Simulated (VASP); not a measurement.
# Zn2SiN2 (R-3m) in VASP: single point with PBE

Aim: the single point of Zn2SiN2 with PBE.

Everything below comes from runs of VASP 6.6.1. Logs are shortened: lines on timing, memory, paths and dates and some standing lists are left out, and cuts for length are marked.

### Step 1. The cell of the first run

The structure is trigonal, space group R-3m (No. 166). The conventional cell has a = 2.865 Å, b = 2.865 Å, c = 23.235 Å, α = 90.00°, β = 90.00°, γ = 120.00°. Zn (site symmetry 3m) has 1 N at 1.89 Å within 2.5 Å. Within 2.5 Å of Si (site symmetry -3m) lie 6 N at 1.91 Å. N (site symmetry 3m) has 1 Zn at 1.89 Å and 3 Si at 1.91 Å and 3 N at 2.54 Å within 2.6 Å.

The cell was generated, and may not be a known phase.

### Step 2. Single point, PBE

The input, INCAR:

```
PREC = Accurate
ENCUT = 520
EDIFF = 1E-6
ISMEAR = 0
SIGMA = 0.1
LREAL = False
LASPH = True
NELM = 80
ALGO = Normal
ISIF = 2
LWAVE = False
LCHARG = False
GGA = PE
NBANDS = 27
```

The input, KPOINTS:

```
regular mesh
0
Gamma
  18 18 18
```

The input, POSCAR:

```
Zn2SiN2
1.0
    1.4323588207      0.8269727507      7.7449169525
   -1.4323588207      0.8269727507      7.7449169525
    0.0000000000     -1.6539455014      7.7449169525
Zn Si N
2 1 2
Direct
    0.7103878708      0.7103878708      0.7103878708
    0.2896121292      0.2896121292      0.2896121292
    0.5000000000      0.5000000000      0.5000000000
    0.2082064328      0.2082064328      0.2082064328
    0.7917935672      0.7917935672      0.7917935672
```

Potentials or basis: VASP PAW PBE potentials, release 64 (Zn, Si, N).

The run is started by

```bash
$ cat potpaw_PBE.64/Zn/POTCAR potpaw_PBE.64/Si/POTCAR potpaw_PBE.64/N/POTCAR > POTCAR
$ mpirun -np 1 vasp_std > vasp.out
```

OUTCAR:

```text
PREC = Accurate
   ENCUT = 520
   EDIFF = 1E-6
   ISMEAR = 0
   LREAL = False
   LASPH = True
   NELM = 80
   ISIF = 2
   GGA = PE

 ion  position               nearest neighbor table
   1  0.710  0.710  0.710-   5 1.89   2 2.62   2 2.62   2 2.62
   2  0.290  0.290  0.290-   4 1.89   1 2.62   1 2.62   1 2.62
   3  0.500  0.500  0.500-   4 1.91   5 1.91   4 1.91   4 1.91   5 1.91   5 1.91
   4  0.208  0.208  0.208-   2 1.89   3 1.91   3 1.91   3 1.91
   5  0.792  0.792  0.792-   1 1.89   3 1.91   3 1.91   3 1.91

  LATTYP: Found a trigonal (rhomboedric) cell.
 ALAT       =     7.9195501339
 COS(alpha) =     0.9345766732

  Lattice vectors:

 A1 = (   1.4323588207,   0.8269727507,   7.7449169525)
 A2 = (  -1.4323588207,   0.8269727507,   7.7449169525)
 A3 = (   0.0000000000,  -1.6539455014,   7.7449169525)

Analysis of symmetry for initial positions (statically):
=====================================================================
 Subroutine PRICEL returns:
 Original cell was already a primitive cell.

 Routine SETGRP: Setting up the symmetry group for a
 trigonal (rhombohedral) supercell.

 Subroutine GETGRP returns: Found 12 space group operations
 (whereof 12 operations were pure point group operations)
 out of a pool of 12 trial point group operations.

The static configuration has the point symmetry D_3d.

Analysis of symmetry for dynamics (positions and initial velocities):
=====================================================================
 Subroutine PRICEL returns:
 Original cell was already a primitive cell.

 Routine SETGRP: Setting up the symmetry group for a
 trigonal (rhombohedral) supercell.

 Subroutine GETGRP returns: Found 12 space group operations
 (whereof 12 operations were pure point group operations)
 out of a pool of 12 trial point group operations.

The dynamic configuration has the point symmetry D_3d.

 Subroutine INISYM returns: Found 12 space group operations
 (whereof 12 operations are pure point group operations),
 and found     1 'primitive' translations

----------------------------------------------------------------------------------------

                                     Primitive cell

  volume of cell :      55.0441

  direct lattice vectors                    reciprocal lattice vectors
     1.432358821  0.826972751  7.744916952     0.349074542  0.201538281  0.043038981
    -1.432358821  0.826972751  7.744916952    -0.349074542  0.201538281  0.043038981
     0.000000000 -1.653945501  7.744916952     0.000000000 -0.403076562  0.043038981

  length of vectors
     7.919550134  7.919550134  7.919550134     0.405367819  0.405367819  0.405367819

  position of ions in fractional coordinates (direct lattice)
     0.710387871  0.710387871  0.710387871
     0.289612129  0.289612129  0.289612129
     0.500000000  0.500000000  0.500000000
     0.208206433  0.208206433  0.208206433
     0.791793567  0.791793567  0.791793567

  ion indices of the primitive-cell ions
   primitive index   ion index
                 1           1
                 2           2
                 3           3
                 4           4
                 5           5

----------------------------------------------------------------------------------------

 KPOINTS: regular mesh

Automatic generation of k-mesh.
 Grid dimensions read from file:
 generate k-points for:   18   18   18

 Generating k-lattice:

  Cartesian coordinates                     Fractional coordinates (reciprocal lattice)
     0.019393030  0.011196571  0.002391054     0.055555556 -0.000000000  0.000000000
    -0.019393030  0.011196571  0.002391054    -0.000000000  0.055555556  0.000000000
     0.000000000 -0.022393142  0.002391054     0.000000000  0.000000000  0.055555556

  Length of vectors
     0.022520434  0.022520434  0.022520434

  Shift w.r.t. Gamma in fractional coordinates (k-lattice)
     0.000000000  0.000000000  0.000000000

 Subroutine IBZKPT returns following result:
 ===========================================

 Found    580 irreducible k-points:

 Following reciprocal coordinates:
            Coordinates               Weight
  0.000000  0.000000  0.000000      1.000000
  0.055556  0.000000  0.000000      6.000000
  0.111111  0.000000  0.000000      6.000000
  0.166667  0.000000  0.000000      6.000000
  0.222222 -0.000000  0.000000      6.000000
  0.277778  0.000000  0.000000      6.000000
[... 16 lines left out ...]
 -0.277778  0.055556 -0.000000     12.000000
 -0.222222  0.055556  0.000000     12.000000
 [... further k-points ...]
   k-points           NKPTS =    580   k-points in BZ     NKDIM =    580   number of bands    NBANDS=     27
   number of dos      NEDOS =    301   number of ions     NIONS =      5
   total plane-waves  NPLWV = 216000
   dimension x,y,z NGX =    60 NGY =   60 NGZ =   60
   dimension x,y,z NGXF=   120 NGYF=  120 NGZF=  120
   ions per type =               2   1   2
   NGX,Y,Z   is equivalent  to a cutoff of  12.60, 12.60, 12.60 a.u.
   NGXF,Y,Z  is equivalent  to a cutoff of  25.19, 25.19, 25.19 a.u.
 SYSTEM =  unknown system
   PREC   = accura    normal or accurate (medium, high low for compatibility)
   ISTART =      0    job   : 0-new  1-cont  2-samecut
   ICHARG =      2    charge: 1-file 2-atom 10-const
   ISPIN  =      1    spin polarized calculation?
   LNONCOLLINEAR =      F non collinear calculations
   LSORBIT =      F    spin-orbit coupling
   LASPH  =      T    aspherical Exc in radial PAW
   ENCUT  =  520.0 eV  38.22 Ry    6.18 a.u.  14.73 14.73 14.73*2*pi/ulx,y,z
   NELM   =     80;   NELMIN=  2; NELMDL= -5     # of ELM steps
   EDIFF  = 0.1E-05   stopping-criterion for ELM
   LREAL  =      F    real-space projection
   EDIFFG = 0.1E-04   stopping-criterion for IOM
   NSW    =      0    number of steps for IOM
   IBRION =     -1    ionic relax: 0-MD 1-quasi-New 2-CG
   NFREE  =      0    steps in history (QN), initial steepest desc. (CG)
   ISIF   =      2    stress and relaxation
   ISYM   =      2    0-nonsym 1-usesym 2-fastsym
   POTIM  = 0.5000    time-step for ionic-motion
   TEBEG  =    0.0;   TEEND  =   0.0 temperature during run
   PSTRESS=    0.0 pullay stress
   NELECT =      38.0000    total number of electrons
   NUPDOWN=      -1.0000    fix difference up-down
   EMIN   =  10.00;   EMAX   =-10.00  energy-range for DOS
   EFERMI =   0.00;   METHOD = LEGACY
   ISMEAR =     0;   SIGMA  =   0.10  broadening in eV -4-tet -1-fermi 0-gaus
   EFERMI_NEDOS =   21; number of points for ismear=-14 and -15
   IALGO  =     38    algorithm
   IMIX   =      4    mixing-type and parameters
     AMIX     =   0.40;   BMIX     =  1.00
     AMIX_MAG =   1.60;   BMIX_MAG =  1.00
  volume/ion in A,a.u.               =      11.01        74.29
  Fermi-wavevector in a.u.,A,eV,Ry     =   1.446879  2.734206 28.483255  2.093460
  Thomas-Fermi vector in A             =   2.564898
   LORBIT       =      0    0 simple, 1 ext, 2 COOP (PROOUT), +10 PAW based schemes
   GGA     = PE    functional components
   LHFCALC =     F    Hartree Fock is set to
   AEXX    =    0.0000 exact exchange contribution
   IVDW    =     0    specifies the selected vdW correction
   LEPSILON=     F    determine dielectric tensor
   LRPA    =     F    only Hartree local field effects (RPA)
 non-spin polarized calculation
 Gauss-broadening in eV      SIGMA  =   0.10
  energy-cutoff  :      520.00
  volume of cell :       55.04
 maximum number of plane-waves:      1500
   NGX = 29   NGY = 29   NGZ = 29

 number of electron      38.0000002 magnetization

 Free energy of the ion-electron system (eV)
  ---------------------------------------------------
  ext. energy  EPLUGINS =         0.00000000
  ---------------------------------------------------
  free energy    TOTEN  =       -25.48107465 eV

  energy without entropy =      -25.47035610  energy(sigma->0) =      -25.47571537

 E-fermi :   4.9264     XC(G=0): -11.7771

 val. band max:        4.9253530059   @ k =   0.3889   0.3889   0.3889
 cond. band min:       4.9266361727   @ k =   0.3333   0.3333   0.3333
 fundamental gap:      0.0012831669
 Fermi energy:         4.9263878447

 k-point     1 :       0.0000    0.0000    0.0000
  band No.  band energies     occupation
      1     -12.7578      2.00000
      2      -9.2399      2.00000
      3      -4.2745      2.00000
      4      -2.8356      2.00000
      5      -2.6591      2.00000
      6      -2.2754      2.00000
[... 19 lines left out ...]
     26      18.8283      0.00000
     27      18.8283      0.00000

 k-point     2 :       0.0556    0.0000    0.0000
  band No.  band energies     occupation
      1     -12.7020      2.00000
      2      -9.2049      2.00000
      3      -4.2062      2.00000
      4      -2.8135      2.00000
      5      -2.6459      2.00000
      6      -2.2857      2.00000
[... 19 lines left out ...]
     26      18.1494      0.00000
     27      18.6702      0.00000

 k-point     3 :       0.1111    0.0000    0.0000
  band No.  band energies     occupation
      1     -12.5356      2.00000
      2      -9.1032      2.00000
      3      -4.0088      2.00000
      4      -2.7567      2.00000
      5      -2.6044      2.00000
      6      -2.3165      2.00000
[... 19 lines left out ...]
     26      16.4542      0.00000
     27      18.0049      0.00000

 k-point     4 :       0.1667    0.0000    0.0000
  band No.  band energies     occupation
      1     -12.2625      2.00000
      2      -8.9450      2.00000
      3      -3.7119      2.00000
      4      -2.6993      2.00000
      5      -2.5248      2.00000
      6      -2.3674      2.00000
[... 19 lines left out ...]
     26      16.6815      0.00000
     27      17.1645      0.00000

 k-point     5 :       0.2222   -0.0000    0.0000
  band No.  band energies     occupation
      1     -11.8894      2.00000
      2      -8.7501      2.00000
      3      -3.3894      2.00000
      4      -2.6809      2.00000
      5      -2.4398      2.00000
      6      -2.4066      2.00000
[... 19 lines left out ...]
     26      16.5671      0.00000
     27      16.8927      0.00000

 k-point     6 :       0.2778    0.0000    0.0000
  band No.  band energies     occupation
      1     -11.4281      2.00000
      2      -8.5520      2.00000
      3      -3.1586      2.00000
      4      -2.7012      2.00000
      5      -2.5335      2.00000
      6      -2.3350      2.00000
[... 444 lines left out ...]
      1     -10.0317      2.00000
      2      -8.3963      2.00000
      3      -3.2522      2.00000
      4      -2.9179      2.00000
      5      -2.7690      2.00000
      6      -2.5298      2.00000
[... 19 lines left out ...]
     26      15.9594      0.00000
     27      16.5571      0.00000

 k-point    22 :      -0.3333    0.0556   -0.0000
  band No.  band energies     occupation
      1     -10.5840      2.00000
      2      -8.3540      2.00000
      3      -3.0942      2.00000
      4      -2.7709      2.00000
      5      -2.7309      2.00000
      6      -2.4524      2.00000
[... 19 lines left out ...]
     26      15.8876      0.00000
     27      16.5777      0.00000

 k-point    23 :      -0.2778    0.0556   -0.0000
  band No.  band energies     occupation
      1     -11.1336      2.00000
      2      -8.4509      2.00000
      3      -3.0964      2.00000
      4      -2.6979      2.00000
      5      -2.5861      2.00000
      6      -2.3512      2.00000
[... 19 lines left out ...]
     26      15.7091      0.00000
     27      16.6309      0.00000

 k-point    24 :      -0.2222    0.0556    0.0000
  band No.  band energies     occupation
      1     -11.6304      2.00000
      2      -8.6287      2.00000
      3      -3.2447      2.00000
      4      -2.6626      2.00000
      5      -2.4795      2.00000
      6      -2.3653      2.00000
[... 19 lines left out ...]
     26      15.9237      0.00000
     27      16.6906      0.00000

 [... further k-points ...]

------------------------ aborting loop because EDIFF is reached ----------------------------------------

  FORCE on cell =-STRESS in cart. coord.  units (eV):
  Direction    XX          YY          ZZ          XY          YZ          ZX
  --------------------------------------------------------------------------------------
  -------------------------------------------------------------------------------------
  Total        0.0289425      0.0289425      0.3757655      0.0000000      0.0000000      0.0000000
  in kB        0.8424343      0.8424343     10.9374581      0.0000000      0.0000000      0.0000000
  external PRESSURE =       4.2074422 kB  Pullay stress =       0.0000000 kB

 VOLUME and BASIS-vectors are now :
 -----------------------------------------------------------------------------
  energy-cutoff  :      520.00
  volume of cell :       55.04
      direct lattice vectors                 reciprocal lattice vectors
     1.432358821  0.826972751  7.744916952     0.349074542  0.201538281  0.043038981
    -1.432358821  0.826972751  7.744916952    -0.349074542  0.201538281  0.043038981
     0.000000000 -1.653945501  7.744916952     0.000000000 -0.403076562  0.043038981

 POSITION                                       TOTAL-FORCE (eV/Angst)
 -----------------------------------------------------------------------------------
      0.00000      0.00000     16.50569         0.000000      0.000000     -0.063407
      0.00000      0.00000      6.72907         0.000000      0.000000      0.063407
      0.00000      0.00000     11.61738         0.000000     -0.000000     -0.000000
      0.00000      0.00000      4.83762         0.000000      0.000000     -0.077730
      0.00000      0.00000     18.39713         0.000000     -0.000000      0.077730
 -----------------------------------------------------------------------------------
    total drift:                               -0.000000     -0.000000      0.000000

  FREE ENERGIE OF THE ION-ELECTRON SYSTEM (eV)
  ---------------------------------------------------
  free  energy   TOTEN  =       -25.4810746453 eV

  energy  without entropy=      -25.4703561008  energy(sigma->0) =      -25.47571537
```

It took 42 min on 1 thread of Intel Xeon 6975P-C (Granite Rapids), shared host; peak memory 1.1 GiB.

Results:

```yaml
Free_energy: -25.4811 eV
Pressure: 0.4 GPa
Largest_force: 0.078 eV/Å
Band_gap_on_the_k_mesh: zero (bands 19 and 20 overlap by 1.12 eV)
```

Forces in eV/Å, atoms in the order of the input:
```
Zn   0.000  0.000 -0.063
Zn   0.000  0.000  0.063
Si   0.000  0.000  0.000
N    0.000  0.000 -0.078
N    0.000  0.000  0.078
```

Stress tensor (GPa, compression positive):
```
0.08 0.00 0.00
0.00 0.08 0.00
0.00 0.00 1.09
```

Levels at points of the mesh, in eV from the Fermi level:
| k point | band 16 | band 17 | band 18 | band 19 | band 20 | band 21 | band 22 | band 23 |
| --- | --- | --- | --- | --- | --- | --- | --- | --- |
| (0.00, 0.00, 0.00) | -0.83 | -0.83 | 0.01 | 0.01 | 3.06 | 5.66 | 7.13 | 8.89 |
| (0.50, 0.00, 0.00) | -2.92 | -2.59 | -0.83 | -0.53 | -0.38 | 3.11 | 5.04 | 6.28 |
| (0.50, 0.50, 0.00) | -2.66 | -2.04 | -1.62 | -1.44 | -0.34 | 4.04 | 5.41 | 6.46 |
| (0.50, 0.50, 0.50) | -0.82 | -0.82 | 0.00 | 0.00 | 1.28 | 7.08 | 7.27 | 7.80 |
